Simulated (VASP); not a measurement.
SiNi: relaxation of cell and atoms with r2SCAN

The system is SiNi.

```
Si Ni
1.0
     2.86862    0.00000    0.00000
     0.00000    2.86862    0.00000
     0.00000    0.00000    2.86862
Si Ni
1 1
Direct
  0.00000 0.00000 0.00000
  0.50000 0.50000 0.50000
```

```yaml
Program: VASP 6.6.1
Task: relaxation of cell and atoms
Functional: r2SCAN
Potentials_or_basis: VASP PAW PBE potentials, release 64 (Si, Ni)
Cutoff: 600 eV
k_mesh: 6 × 6 × 6
Occupations: gaussian, width 0.1 eV
Spin: collinear spin
Starting_moments: "[0.13, 0.05] μB"
Dipole_correction: no
Further_INCAR_settings: ALGO = Normal; EDIFF = 1e-07; IBRION = 2; EDIFFG = -0.04; NSW = 90; ISIF = 3
```

```
Relaxed volume                                        : 10.98 Å³/atom
Relaxed cell                                          : a = 2.800 Å, b = 2.800 Å, c = 2.800 Å, α = 90.00°, β = 90.00°, γ = 90.00°
Space group after relaxing (to 0.1 Å)                 : Pm-3m (No. 221)
Energy gained by relaxing                             : 30.2 meV/atom
Ionic steps                                           : 3
Pressure after relaxing                               : 0.0 GPa
Band gap on the k mesh                                : zero (filled and empty bands overlap)
Net moment                                            : 0.00 μB per cell
Valence electrons inside the program's atomic spheres : Si 1.57; Ni 9.65
```

Step by step:
```
step  energy change (eV)  largest force (eV/Å)  pressure (GPa)  volume (Å³)
   1              0.0000                0.0000          -10.32        23.61
   2             -0.0377                0.0000            8.79        21.10
   3             -0.0603                0.0000           -0.01        21.96
```

Final structure:
```xyz
2
Lattice="2.8002 0.0000 0.0000 0.0000 2.8002 0.0000 0.0000 0.0000 2.8002" Properties=species:S:1:pos:R:3 pbc="T T T"
Si    0.0000    0.0000    0.0000
Ni    1.4001    1.4001    1.4001
```

Levels at points of the mesh, in eV from the Fermi level:
Spin up:
```csv
k point,band 3,band 4,band 5,band 6,band 7,band 8,band 9,band 10,band 11
"(0.00, 0.00, 0.00)",-4.99,-2.86,-2.86,-2.86,2.31,2.31,2.31,6.59,6.59
"(0.50, 0.00, 0.00)",-4.32,-3.93,-3.93,-2.74,-1.98,6.33,7.40,7.40,8.87
"(0.50, 0.50, 0.00)",-6.39,-5.16,-3.55,-3.55,-2.28,0.00,0.35,7.93,13.47
"(0.50, 0.50, 0.50)",-6.90,-2.24,-2.24,-2.15,0.33,0.33,0.33,2.09,2.09
```
Spin down:
```
           k point  band 3  band 4  band 5  band 6  band 7  band 8  band 9  band 10  band 11
(0.00, 0.00, 0.00)   -4.99   -2.86   -2.86   -2.86    2.31    2.31    2.31     6.59     6.59
(0.50, 0.00, 0.00)   -4.32   -3.93   -3.93   -2.74   -1.98    6.33    7.40     7.40     8.87
(0.50, 0.50, 0.00)   -6.39   -5.16   -3.55   -3.55   -2.28    0.00    0.35     7.93    13.47
(0.50, 0.50, 0.50)   -6.90   -2.24   -2.24   -2.15    0.33    0.33    0.33     2.09     2.09
```

Run time: 42 s on 1 thread of Intel(R) Xeon(R) 6975P-C (Granite Rapids), with other jobs on the host, peak memory 0.16 GiB.

Caveat: the k points lie up to 0.37 Å⁻¹ apart in the final cell, too coarse for converged energies and pressures of a metal; the PAW data sets were made with another functional, which shifts forces and pressure a little.
